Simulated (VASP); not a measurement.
Input of a VASP 6.6.1 run:

Contents of INCAR:

```
PREC = Accurate ; ENCUT = 520
EDIFF = 1E-6 ; ISMEAR = 0
SIGMA = 0.02 ; LREAL = Auto
LASPH = T ; NELM = 150
ALGO = Normal ; ISIF = 2
LWAVE = F ; LCHARG = F
ISPIN = 2 ; MAGMOM = 0 0 0 0 0 0 0 0 0 0 0 0 0 0 0 0 0 0 0 0 0 0 0 0 0 0 0 0 0 0 0 0 0 0 0 0 0 0 0 0 0 0 0 0 0 0 0 0 0 0 0 0 0 0 0 0 0 0 0 0 0 0 0
LORBIT = 11 ; NBANDS = 172
NELECT = 259.0
```

KPOINTS

```
Automatic mesh
0
Gamma
  1 1 1
```

Contents of POSCAR:

```
GaSi62
1.0
   10.8600000000      0.0000000000      0.0000000000
    0.0000000000     10.8600000000      0.0000000000
    0.0000000000      0.0000000000     10.8600000000
Si Ga
62 1
Direct
    0.4984117864     -0.0013447514     -0.0073235727
    0.8757054328      0.3761388582      0.1259591160
    0.7576980663     -0.0013955801      0.2518757827
    0.8766371087      0.1250424494      0.3772761510
   -0.0003672192      0.0017241252      0.0009616022
    0.1252798343      0.1248604972      0.1256849908
    0.2504483425      0.2510493554     -0.0003338858
    0.3733385820      0.3769459484      0.1253531308
    0.5020258748      0.4994182320      0.0010055249
    0.6245468692      0.6258012891      0.1257767956
    0.7507012891      0.7509780847     -0.0003440147
    0.8768839779      0.8734171271      0.1254306630
    0.2517708103      0.0012115101      0.2494416206
    0.3757411602      0.1264428177      0.3745853591
    0.4985632597      0.2578393186      0.2520250460
    0.6248855433      0.3771219153      0.3771106814
    0.7494395948      0.5000062615      0.2489520258
    0.8768099448      0.6251716390      0.3748153775
    0.5009950276      0.0011557090      0.4984164825
    0.6245130755      0.1248282689      0.6248315838
    0.7507331492      0.2509865562      0.4997981584
    0.8747026703      0.3751978821      0.6251884899
    0.7494638122      0.0016884899      0.7505503683
    0.8756197974      0.1247344383      0.8744950276
   -0.0015026703      0.4989692449     -0.0007837017
    0.1243670350      0.6244391344      0.1253801105
    0.2497821363      0.7497602210      0.0002094843
    0.3756831492      0.8761737569      0.1241990792
   -0.0005807551      0.2493295580      0.2488551565
    0.1247993554      0.3768208103      0.3746435543
    0.2500006446      0.5020447514      0.2495880295
    0.3753092081      0.6263319521      0.3748133517
    0.5007591160      0.7520110497      0.2493698895
    0.6260995396      0.8759309392      0.3743861878
    0.0021147330      0.0009380295      0.5004617864
    0.1243455801      0.1251455801      0.6260267956
    0.2498026703      0.2504490792      0.5008935543
    0.3759659300      0.3769083794      0.6258299263
    0.5006285451      0.5021991713      0.5004125230
    0.6248620626      0.6245822284      0.6258812155
    0.7501488950      0.7499059853      0.5007232965
    0.8768664825      0.8758201657      0.6254776243
    0.2500477901      0.0008953039      0.7484572744
    0.3731112339      0.1252081031      0.8736962247
    0.5018436464      0.2494607735      0.7511457643
    0.6258624309      0.3746313076      0.8757805709
    0.7506100368      0.4986792818      0.7517417127
    0.8744406077      0.6252909761      0.8754000921
    0.0021834254      0.7501332413      0.2496683241
    0.1262046961      0.8758046961      0.3747978821
    0.0004885820      0.5006075506      0.4999730203
    0.1253240331      0.6253732965      0.6252081952
    0.2506816759      0.7508716390      0.4997366483
    0.3755802026      0.8757988029      0.6241957643
   -0.0014065378      0.2512836096      0.7516134438
    0.1249087477      0.3751150092      0.8755105893
    0.2506636280      0.5005109576      0.7501433702
    0.3759451197      0.6248007366      0.8737397790
    0.5007116022      0.7501076427      0.7483378453
    0.6247895028      0.8735507366      0.8734219153
    0.0003108656      0.7504442910      0.7499652855
    0.1248792818      0.8758093002      0.8735037753
    0.6149969613      0.1150697974      0.1354233886
```

Potentials or basis: VASP PAW LDA potentials, release 64 (Si, Ga_d).

The run is started by

```sh
$ cat potpaw_LDA.64/Si/POTCAR potpaw_LDA.64/Ga_d/POTCAR > POTCAR
$ mpirun -np 1 vasp_gam > vasp.out
```

Predict the largest force.

0.019 eV/Å.

What does it give for the net moment?

-0.01 μB per cell.

Forces on the atoms (eV/Å):
```
Si  -0.009  0.003  0.001
Si  -0.001 -0.011 -0.008
Si   0.006 -0.011  0.008
Si   0.003  0.003 -0.006
Si  -0.012  0.001 -0.005
Si   0.013 -0.003  0.002
Si   0.000 -0.001 -0.001
Si   0.006 -0.006  0.005
Si   0.004 -0.003 -0.002
Si   0.003 -0.007 -0.002
Si  -0.007 -0.004 -0.009
Si   0.001  0.001  0.000
Si  -0.003  0.013 -0.007
Si   0.010  0.005 -0.004
Si  -0.017  0.002 -0.009
Si   0.010 -0.007  0.003
Si  -0.011 -0.001 -0.008
Si   0.006  0.000 -0.008
Si  -0.006 -0.004  0.002
Si   0.011  0.000  0.005
Si  -0.009  0.006 -0.003
Si   0.009 -0.006  0.005
Si  -0.015  0.002  0.007
Si   0.001  0.006  0.010
Si  -0.002  0.003  0.004
Si   0.000  0.001 -0.003
Si  -0.009 -0.005  0.003
Si   0.012 -0.008 -0.009
Si  -0.007  0.011 -0.002
Si   0.001  0.000  0.000
Si  -0.003 -0.008 -0.006
Si   0.017 -0.003 -0.003
Si  -0.004  0.000  0.003
Si   0.007  0.008  0.001
Si  -0.013 -0.002 -0.009
Si   0.011  0.007  0.013
Si  -0.007 -0.003  0.003
Si   0.005 -0.010 -0.002
Si   0.001 -0.002 -0.007
Si   0.002 -0.004  0.011
Si  -0.003 -0.001  0.002
Si  -0.005  0.004 -0.003
Si  -0.003  0.009 -0.006
Si   0.006  0.006  0.001
Si   0.005  0.002  0.007
Si  -0.013  0.007 -0.006
Si   0.008 -0.005  0.005
Si   0.008  0.003  0.004
Si  -0.017  0.002 -0.005
Si  -0.001  0.000  0.004
Si  -0.005 -0.005 -0.008
Si  -0.001 -0.012  0.006
Si  -0.001  0.012 -0.001
Si   0.006  0.001 -0.001
Si  -0.004  0.002 -0.003
Si   0.010 -0.004 -0.005
Si  -0.010 -0.001 -0.001
Si   0.013  0.005  0.008
Si  -0.002  0.002  0.006
Si   0.017 -0.003  0.008
Si   0.003  0.012  0.010
Si  -0.005 -0.006  0.010
Ga  -0.005  0.007 -0.004
```

Caveat: the k points lie up to 0.58 Å⁻¹ apart; the cell carries a net charge on a neutralising background, which shifts energy and pressure.
